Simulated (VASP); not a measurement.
# Re in VASP: a series of runs

Re is run at these levels: PBE; tasks: single point.

Everything below comes from runs of VASP 6.6.1. Logs are shortened: lines on timing, memory, paths and dates and some standing lists are left out, and cuts for length are marked.

## Step 1: The cell of the first run

The cell holds a sheet with vacuum, 2 atoms: a = 4.071 Å, b = 4.071 Å, c = 23.800 Å, α = 90.00°, β = 90.00°, γ = 120.00°.

## Step 2: Single point, PBE

INCAR reads:

```
PREC = Accurate
ENCUT = 520
EDIFF = 1E-6
ISMEAR = 0
SIGMA = 0.1
LREAL = F
LASPH = T
NELM = 100
ALGO = Normal
ISIF = 2
LWAVE = F
LCHARG = F
LDIPOL = T
IDIPOL = 3
DIPOL = 0.5 0.5 0.294
GGA = PE
NBANDS = 14
```

KPOINTS reads:

```
regular mesh
0
Gamma
  18 18 1
```

POSCAR reads:

```
Re
1.0
    4.0705952201      0.0000003836      0.0000000000
   -2.0352979422      3.5252386774      0.0000000000
    0.0000000000      0.0000000000     23.8000000000
Re
2
Direct
    0.3333333333      0.6666666667      0.2941176471
    0.6666666667      0.3333333333      0.2941176471
```

Potentials or basis: VASP PAW PBE potentials, release 64 (Re).

Launch:

```bash
cat potpaw_PBE.64/Re/POTCAR > POTCAR
mpirun -np 1 vasp_std > vasp.out
```

OUTCAR:

```text
PREC = Accurate
   ENCUT = 520
   EDIFF = 1E-6
   ISMEAR = 0
   LREAL = F
   LASPH = T
   NELM = 100
   ISIF = 2
   GGA = PE

 ion  position               nearest neighbor table
   1  0.333  0.667  0.294-   2 2.35   2 2.35   2 2.35
   2  0.667  0.333  0.294-   1 2.35   1 2.35   1 2.35

  LATTYP: Found a hexagonal cell.
 ALAT       =     4.0705952201
 C/A-ratio  =     5.8468107766

  Lattice vectors:

 A1 = (   4.0705952201,   0.0000003836,   0.0000000000)
 A2 = (  -2.0352979422,   3.5252386774,   0.0000000000)
 A3 = (   0.0000000000,   0.0000000000,  23.8000000000)

Analysis of symmetry for initial positions (statically):
=====================================================================
 Subroutine PRICEL returns:
 Original cell was already a primitive cell.

 Routine SETGRP: Setting up the symmetry group for a
 hexagonal supercell.

 Subroutine GETGRP returns: Found 24 space group operations
 (whereof 12 operations were pure point group operations)
 out of a pool of 24 trial point group operations.

The static configuration has the point symmetry C_6v.
 The point group associated with its full space group is D_6h.

Analysis of symmetry for dynamics (positions and initial velocities):
=====================================================================
 Subroutine PRICEL returns:
 Original cell was already a primitive cell.

 Routine SETGRP: Setting up the symmetry group for a
 hexagonal supercell.

 Subroutine GETGRP returns: Found 24 space group operations
 (whereof 12 operations were pure point group operations)
 out of a pool of 24 trial point group operations.

The dynamic configuration has the point symmetry C_6v.
 The point group associated with its full space group is D_6h.

 Subroutine INISYM returns: Found 24 space group operations
 (whereof 12 operations are pure point group operations),
 and found     1 'primitive' translations

----------------------------------------------------------------------------------------

                                     Primitive cell

  volume of cell :     341.5257

  direct lattice vectors                    reciprocal lattice vectors
     4.070595220  0.000000384  0.000000000     0.245664305  0.141834383  0.000000000
    -2.035297942  3.525238677  0.000000000    -0.000000027  0.283668721  0.000000000
     0.000000000  0.000000000 23.800000000     0.000000000  0.000000000  0.042016807

  length of vectors
     4.070595220  4.070595220 23.800000000     0.283668721  0.283668721  0.042016807

  position of ions in fractional coordinates (direct lattice)
     0.333333333  0.666666667  0.294117647
     0.666666667  0.333333333  0.294117647

[... 96 lines left out ...]
     AMIX_MAG =   1.60;   BMIX_MAG =  1.00
  volume/ion in A,a.u.               =     170.76      1152.36
  Fermi-wavevector in a.u.,A,eV,Ry     =   0.564473  1.066699  4.335218  0.318630
  Thomas-Fermi vector in A             =   1.602048
   LORBIT       =      0    0 simple, 1 ext, 2 COOP (PROOUT), +10 PAW based schemes
   GGA     = PE    functional components
   LHFCALC =     F    Hartree Fock is set to
   AEXX    =    0.0000 exact exchange contribution
   IVDW    =     0    specifies the selected vdW correction
   LEPSILON=     F    determine dielectric tensor
   LRPA    =     F    only Hartree local field effects (RPA)
 non-spin polarized calculation
 Gauss-broadening in eV      SIGMA  =   0.10
  energy-cutoff  :      520.00
  volume of cell :      341.53
 maximum number of plane-waves:      9235
   NGX = 15   NGY = 15   NGZ = 89

 dipolmoment           0.000000      0.000000     -0.000012 electrons x Angstroem

 number of electron      14.0000001 magnetization

 dipolmoment           0.000000      0.000000      0.000002 electrons x Angstroem

 Free energy of the ion-electron system (eV)
  ---------------------------------------------------
  ext. energy  EPLUGINS =         0.00000000
  ---------------------------------------------------
  free energy    TOTEN  =       -18.17474200 eV

  energy without entropy =      -18.14516466  energy(sigma->0) =      -18.15995333

 E-fermi :  -4.1408     XC(G=0):  -2.0569

 val. band max:       -4.1483375812   @ k =   0.2222   0.1111   0.0000
 cond. band min:      -4.1339757724   @ k =   0.1111   0.1111   0.0000
 fundamental gap:      0.0143618087
 Fermi energy:        -4.1408142047

 k-point     1 :       0.0000    0.0000    0.0000
  band No.  band energies     occupation
      1     -10.2750      2.00000
      2      -6.3678      2.00000
      3      -6.3678      2.00000
      4      -6.2020      2.00000
      5      -5.5208      2.00000
      6      -5.5208      2.00000
      7      -5.1386      2.00000
      8      -5.1386      2.00000
      9      -3.1039      0.00000
     10      -2.4443      0.00000
     11      -2.3788      0.00000
     12      -2.3788      0.00000
     13       0.8880      0.00000
     14       1.2849      0.00000
[... 377 lines left out ...]
      1      -8.8494      2.00000
      2      -7.6344      2.00000
      3      -7.3749      2.00000
      4      -7.1758      2.00000
      5      -6.2100      2.00000
      6      -5.1054      2.00000
      7      -4.2546      1.89246
      8      -4.2463      1.86432
      9      -3.6866      0.00000
     10      -1.3973      0.00000
     11      -1.1235      0.00000
     12       1.0423      0.00000
     13       1.1485      0.00000
     14       1.6149      0.00000

 [... further k-points ...]

------------------------ aborting loop because EDIFF is reached ----------------------------------------

 vacuum level on the upper side and lower side of the slab       (xc-potential included)        -0.007        -0.007

  FORCE on cell =-STRESS in cart. coord.  units (eV):
  Direction    XX          YY          ZZ          XY          YZ          ZX
  --------------------------------------------------------------------------------------
  -------------------------------------------------------------------------------------
  Total       -0.8186087     -0.8186087     -0.0192712     -0.0000000     -0.0000000     -0.0000000
  in kB       -3.8402856     -3.8402856     -0.0904058     -0.0000000     -0.0000000     -0.0000000
  external PRESSURE =      -2.5903257 kB  Pullay stress =       0.0000000 kB

 VOLUME and BASIS-vectors are now :
 -----------------------------------------------------------------------------
  energy-cutoff  :      520.00
  volume of cell :      341.53
      direct lattice vectors                 reciprocal lattice vectors
     4.070595220  0.000000384  0.000000000     0.245664305  0.141834383  0.000000000
    -2.035297942  3.525238677  0.000000000    -0.000000027  0.283668721  0.000000000
     0.000000000  0.000000000 23.800000000     0.000000000  0.000000000  0.042016807

 POSITION                                       TOTAL-FORCE (eV/Angst)
 -----------------------------------------------------------------------------------
     -0.00000      2.35016      7.00000         0.000000     -0.000000     -0.000000
      2.03530      1.17508      7.00000        -0.000000      0.000000      0.000000
 -----------------------------------------------------------------------------------
    total drift:                                0.000000      0.000000      0.000006

  FREE ENERGIE OF THE ION-ELECTRON SYSTEM (eV)
  ---------------------------------------------------
  free  energy   TOTEN  =       -18.1747420037 eV

  energy  without entropy=      -18.1451646624  energy(sigma->0) =      -18.15995333

 vacuum level on the upper side and lower side of the slab         1.240         1.240
```

stdout:

```text
POSCAR found type information on POSCAR Re
 POSCAR found :  1 types and       2 ions
 scaLAPACK will be used
 LDA part: xc-table for (Slater+PW92), standard interpolation
 POSCAR, INCAR and KPOINTS ok, starting setup
 FFT: planning ... GRIDC
 FFT: planning ... GRID_SOFT
 FFT: planning ... GRID
 WAVECAR not read
 entering main loop
```

Run time: 9 min. Hardware: 1 thread of AMD EPYC, shared host; peak memory 0.46 GiB.

What came out:

```yaml
Free_energy: -18.1747 eV
Band_gap_on_the_k_mesh: zero (band 7 reaches -4.02 eV, above the bottom of band 8 at -5.14 eV)
```

Caveat: spin-orbit coupling is left out, which moves the levels of the heavy elements.

## Step 3: Single point, PBE

This run uses another cell than the first one, of 169.80 Å³/atom, 0.994 times its volume.

INCAR reads:

```
  ALGO = Normal
  DIPOL = 0.5 0.5 0.294
  EDIFF = 1E-7
  ENCUT = 520
  GGA = PE
  IDIPOL = 3
  ISIF = 2
  ISMEAR = 0
  LASPH = True
  LCHARG = False
  LDIPOL = True
  LREAL = False
  LWAVE = False
  NBANDS = 14
  NELM = 100
  PREC = Accurate
  SIGMA = 0.1
```

KPOINTS reads:

```
k-points
0
Gamma
  18 18 1
```

POSCAR reads:

```
Re
1.0
    4.0590962904      0.0000003825      0.0000000000
   -2.0295484764      3.5152803127      0.0000000000
    0.0000000000      0.0000000000     23.8000000000
Re
2
Direct
    0.3333333333      0.6666666667      0.2941176471
    0.6666666667      0.3333333333      0.2941176471
```

Potentials or basis: VASP PAW PBE potentials, release 64 (Re).

Launch:

```bash
cat potpaw_PBE.64/Re/POTCAR > POTCAR
mpirun -np 1 vasp_std > vasp.out
```

Wall time 9.4 min (1 thread of AMD EPYC, shared host); peak memory 0.47 GiB.

The run converged. Its results:

- Free energy: -18.1781 eV
- Band gap on the k mesh: zero (band 7 reaches -4.00 eV, above the bottom of band 8 at -5.13 eV)

Levels at points of the mesh, in eV from the Fermi level:
```
           k point  band 4  band 5  band 6  band 7  band 8  band 9  band 10  band 11
(0.00, 0.00, 0.00)   -2.09   -1.40   -1.40   -1.00   -1.00    1.02     1.72     1.78
(0.50, 0.00, 0.00)   -2.87   -2.42   -0.92   -0.49    0.08    0.42     2.96     3.22
```

Caveat: spin-orbit coupling is left out, which moves the levels of the heavy elements.

## Step 4: Single point, PBE

This run uses another cell than the first one, of 182.32 Å³/atom, 1.068 times its volume.

INCAR reads:

```
SYSTEM = Re
PREC     = Accurate       ! precision mode
ENCUT    = 520            ! plane-wave cutoff, eV
EDIFF    = 1E-6           ! SCF threshold, eV
ISMEAR   = 0              ! smearing method
SIGMA    = 0.1            ! smearing width, eV
LREAL    = .False.        ! projectors in reciprocal space
LASPH    = .True.         ! aspherical terms in the spheres
NELM     = 100            ! most SCF steps
ALGO     = Normal         ! electronic algorithm
ISIF     = 2              ! what is computed and relaxed
LWAVE    = .False.        ! write WAVECAR
LCHARG   = .False.        ! write CHGCAR
LDIPOL   = .True.       
IDIPOL   = 3            
DIPOL    = 0.5 0.5 0.500
GGA      = PE             ! functional
NBANDS   = 14             ! bands
```

KPOINTS reads:

```
regular mesh
0
Gamma
  6 6 1
  0 0 0
```

POSCAR reads:

```
Re
1.0
    5.4840593500      0.0000000000      0.0000000000
   -2.7420305700      4.7493346900      0.0000000000
    0.0000000000      0.0000000000     14.0000000000
Re
2
Direct
    0.3333333300      0.6666666700      0.5000000000
    0.6666666700      0.3333333300      0.5000000000
```

Launch:

```bash
cat potpaw_PBE.64/Re/POTCAR > POTCAR
mpirun -np 1 vasp_std > vasp.out
```

It took 2.1 min on 1 thread of AMD EPYC, shared host; peak memory 0.4 GiB.

It converged, with:

| Quantity | Value |
| --- | --- |
| Free energy | -10.7643 eV |
| Band gap on the k mesh | zero (band 7 reaches -4.01 eV, above the bottom of band 8 at -4.48 eV) |

Levels at points of the mesh, in eV from the Fermi level:
```
           k point  band 4  band 5  band 6  band 7  band 8  band 9  band 10  band 11
(0.00, 0.00, 0.00)   -0.61   -0.61   -0.47   -0.36   -0.36    0.29     0.49     0.49
(0.50, 0.00, 0.00)   -0.77   -0.57   -0.23   -0.21    0.10    0.14     0.68     0.86
```

Caveat: spin-orbit coupling is left out, which moves the levels of the heavy elements.

## Step 5: Overview

```csv
cell,k mesh,gap on the mesh (eV)
"a = 4.071, b = 4.071, c = 23.800 Å, angles 90.0, 90.0, 120.0°, 2 atoms",18 × 18 × 1,none
"a = 4.059, b = 4.059, c = 23.800 Å, angles 90.0, 90.0, 120.0°, 2 atoms",18 × 18 × 1,none
"a = 5.484, b = 5.484, c = 14.000 Å, angles 90.0, 90.0, 120.0°, 2 atoms",6 × 6 × 1,none
```

Alike in all rows: task single point; level PBE; potentials or basis VASP PAW PBE potentials, release 64 (Re); no spin polarisation; cutoff (eV) 520; smearing gaussian 0.1 eV.

Caveats: spin-orbit coupling is left out, which moves the levels of the heavy elements.

Total energies depend on the potentials used, so only differences within one code and one set of settings carry meaning.
